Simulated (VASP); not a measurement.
The system is MgS5.

```
Mg S
1.0
     5.78105    0.00000    0.00000
    -2.89052    5.00653    0.00000
     0.00000    0.00000    4.73226
Mg S
1 5
Direct
  0.00000 0.00000 0.00000
  0.50000 0.00000 0.50000
  0.50000 0.50000 0.50000
  0.00000 0.50000 0.50000
  0.33333 0.66667 0.00000
  0.66667 0.33333 0.00000
```

* Program: VASP 6.6.1
* Task: relaxation of cell and atoms
* Functional: PBE
* Potentials or basis: VASP PAW PBE potentials, release 64 (Mg, S)
* Cutoff: 600 eV
* k mesh: 3 × 3 × 4
* Occupations: gaussian, width 0.1 eV
* Spin: no spin polarisation

At the start: pressure -8.4 GPa; volume 22.83 Å³/atom.

Problem. Where does the relaxation end?

Solution. Over 14 steps the energy falls by 187.4 meV/atom and the volume is 18.91 Å³/atom (-17.2 %); space group P6/mmm (No. 191, to 0.05 Å).

The path:
```tsv
step	energy change (eV)	largest force (eV/Å)	pressure (GPa)	volume (Å³)
1	0.0000	0.0000	-8.39	136.97
2	-0.9628	0.0000	-2.27	114.54
3	-1.0217	0.0000	0.44	109.47
4	-1.0224	0.0000	0.75	108.96
5	-1.0686	0.0000	0.76	109.30
6	-1.0768	0.0000	0.93	109.47
7	-1.0781	0.0000	1.04	109.54
8	-1.0804	0.0000	1.24	109.66
9	-1.1011	0.0000	1.60	109.84
10	-1.0566	0.0000	3.04	109.93
11	-1.0978	0.0000	2.17	109.92
12	-1.1051	0.0000	1.83	109.89
13	-1.1167	0.0000	-1.01	115.79
14	-1.1243	0.0000	0.03	113.45
```

Final structure:
```cif
data_structure
_symmetry_space_group_name_H-M 'P 1'
_symmetry_Int_Tables_number 1
_cell_length_a 5.7782
_cell_length_b 5.7782
_cell_length_c 3.9236
_cell_angle_alpha 90.000
_cell_angle_beta 90.000
_cell_angle_gamma 120.000
_cell_volume 113.45
loop_
_atom_site_label
_atom_site_type_symbol
_atom_site_fract_x
_atom_site_fract_y
_atom_site_fract_z
_atom_site_occupancy
Mg1 Mg 0.00000 0.00000 0.00000 1
S1 S 0.50000 0.00000 0.50000 1
S2 S 0.50000 0.50000 0.50000 1
S3 S 0.00000 0.50000 0.50000 1
S4 S 0.33333 0.66667 0.00000 1
S5 S 0.66667 0.33333 0.00000 1
```

Caveat: the k points lie up to 0.42 Å⁻¹ apart in the final cell; the volume moved by over 15 % at a fixed basis, so the end points are rough.
